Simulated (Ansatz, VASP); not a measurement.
SiC4 in VASP and in Ansatz

File INCAR:

```
PREC = Accurate
ENCUT = 520
EDIFF = 1E-6
ISMEAR = 0
SIGMA = 0.1
LREAL = False
LASPH = True
NELM = 80
ALGO = Normal
ISIF = 2
LWAVE = False
LCHARG = False
GGA = PE
NBANDS = 18
```

Contents of KPOINTS:

```
regular mesh
0
Gamma
  4 4 4
```

Contents of POSCAR:

```
SiC4
1.0
    4.3389680000      0.0000000000      0.0000000000
    0.0000000000      4.3389680000      0.0000000000
    0.0000000000      0.0000000000      4.3265011100
Si C
1 4
Direct
    0.5000000000      0.5000000000      0.7123473300
    0.0000000000      0.5000000000      0.8433420100
    0.5000000000      0.0000000000      0.8433420100
    0.0000000000      0.5000000000      0.5544111600
    0.5000000000      0.0000000000      0.5544111600
```

Input for Ansatz:

```yaml
crystal:
  lattice:
    - [4.338968, 0.0, 0.0]
    - [0.0, 4.338968, 0.0]
    - [0.0, 0.0, 4.32650111]
  atoms:
    - { symbol: Si, position: [0.5, 0.5, 0.71234733] }
    - { symbol: C, position: [0.0, 0.5, 0.84334201] }
    - { symbol: C, position: [0.5, 0.0, 0.84334201] }
    - { symbol: C, position: [0.0, 0.5, 0.55441116] }
    - { symbol: C, position: [0.5, 0.0, 0.55441116] }
basis:
  ecutwfc: 420
kpoints:
  mp_grid: { grid: [4, 4, 4] }
hamiltonian:
  xc: pbe
scf:
  occupations: { method: gaussian, width: 0.1 }
  lower_state_search: "off"
output:
  forces: true
  stress: true
  eigenvalues: true
```

Alike in both runs: task single point; functional PBE; k mesh 4 × 4 × 4; occupations gaussian, width 0.1 eV; no spin polarisation.

```csv
,VASP,Ansatz
version,VASP 6.6.1,Ansatz 0.2.0
potentials or method,"VASP PAW PBE potentials, release 64 (Si, C), cutoff 520 eV","scalar-relativistic, plane waves, PAW"
valence electrons in the cell,20,20
```

```csv
,VASP,Ansatz,Ansatz less VASP
gap on the k mesh at the Fermi level (eV),none,none,-
pressure (GPa),-4.0,-4.3,-0.24
"traceless stress, the component that is largest in VASP (GPa)",11.80,11.52,-0.278
rms of the force components (eV/Å),0.943,0.881,-0.0624
```

Atom by atom the forces differ by 0.062 eV/Å (rms over components). A gap of «none» marks a metal or a gap that the smearing closes. The functional is the same, so the differences come from potentials, cutoffs and numerics.

The k mesh is coarse, so the values compare programs but aren't converged.
